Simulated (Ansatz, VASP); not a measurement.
## Two plane-wave programs on TeW

```
W Te
1.0
     0.00000    3.04960    3.04960
     3.04960    0.00000    3.04960
     3.04960    3.04960    0.00000
W Te
1 1
Direct
  0.00000 0.00000 0.00000
  0.25000 0.25000 0.25000
```

Alike in both runs: functional PBE; k mesh 12 × 12 × 12; occupations gaussian, width 0.1 eV; no spin polarisation.

Ansatz relaxed the structure, and its values are those at the end. VASP's run is a single point on that final structure, the one shown.

|  | VASP | Ansatz |
| --- | --- | --- |
| version | VASP 6.6.1 | Ansatz 0.2.0 |
| potentials or method | VASP PAW PBE potentials, release 64 (W_sv, Te), cutoff 520 eV | scalar-relativistic, plane waves, PAW |
| valence electrons in the cell | 20 | 30 |

```tsv
	VASP	Ansatz	Ansatz less VASP
gap on the k mesh at the Fermi level (eV)	none	none	-
pressure (GPa)	0.0	0.0	0.00
```

A gap of «none» marks a metal or a gap that the smearing closes. VASP's potentials hold 20 valence electrons a cell and Ansatz's 30, so a difference there can come from the potentials and not from the codes.

Spin-orbit coupling is off throughout.
